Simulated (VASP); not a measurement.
Set up this calculation in VASP 6.6.1, as the native input.

```
Task                   : single point
Functional             : r2SCAN
Potentials or basis    : VASP PAW PBE potentials, release 64 (Ca_sv, Ge_d, N)
Cutoff                 : 520 eV
k mesh                 : 7 × 7 × 7
Occupations            : fermi-dirac, width 0.1 eV
Spin                   : no spin polarisation
Dipole correction      : no
Further INCAR settings : ALGO = Normal; EDIFF = 1e-07; NBANDS = 32
```

The system is Ca3GeN.

```
Ca Ge N
1.0
     4.88837    0.00000    0.00000
     0.00000    4.88837    0.00000
     0.00000    0.00000    4.88837
Ca Ge N
3 1 1
Direct
  0.00000 0.50000 0.50000
  0.50000 0.00000 0.50000
  0.50000 0.50000 0.00000
  0.00000 0.00000 0.00000
  0.50000 0.50000 0.50000
```

The input as run:

POSCAR

```
Ca3GeN
1.0
    4.8883693000      0.0000000000      0.0000000000
    0.0000000000      4.8883693000      0.0000000000
    0.0000000000      0.0000000000      4.8883693000
Ca Ge N
3 1 1
Direct
    0.0000000000      0.5000000000      0.5000000000
    0.5000000000      0.0000000000      0.5000000000
    0.5000000000      0.5000000000      0.0000000000
    0.0000000000      0.0000000000      0.0000000000
    0.5000000000      0.5000000000      0.5000000000
```

INCAR.step1

```
SYSTEM = Ca3GeN
ALGO = Normal
EDIFF = 1E-4
ENCUT = 520
GGA = PE
ISMEAR = -1
LASPH = .True.
LCHARG = .False.
LREAL = .False.
LWAVE = .True.
NBANDS = 32
NELM = 100
PREC = Accurate
SIGMA = 0.1
```

INCAR.step2

```
SYSTEM = Ca3GeN
ALGO = Normal
EDIFF = 1E-7
ENCUT = 520
ISIF = 2
ISMEAR = -1
ISTART = 1
LASPH = .True.
LCHARG = .False.
LMIXTAU = .True.
LREAL = .False.
LWAVE = .False.
METAGGA = R2SCAN
NBANDS = 32
NELM = 100
PREC = Accurate
SIGMA = 0.1
```

KPOINTS

```
k-points
0
Gamma
  7 7 7
  0 0 0
```

Potentials or basis: VASP PAW PBE potentials, release 64 (Ca_sv, Ge_d, N).

The run is started by

```sh
$ cat potpaw_PBE.64/Ca_sv/POTCAR potpaw_PBE.64/Ge_d/POTCAR potpaw_PBE.64/N/POTCAR > POTCAR
$ cp INCAR.step1 INCAR
$ mpirun -np 1 vasp_std > vasp.out
$ cp INCAR.step2 INCAR
$ mpirun -np 1 vasp_std > vasp.out
```

Results of the run:

```
Pressure : -2.8 GPa
```

Caveat: the PAW data sets were made with another functional, which shifts forces and pressure a little.

It took 2.5 min on 1 thread of Intel(R) Xeon(R) 6975P-C (Granite Rapids) (shared host), peak memory 0.26 GiB.
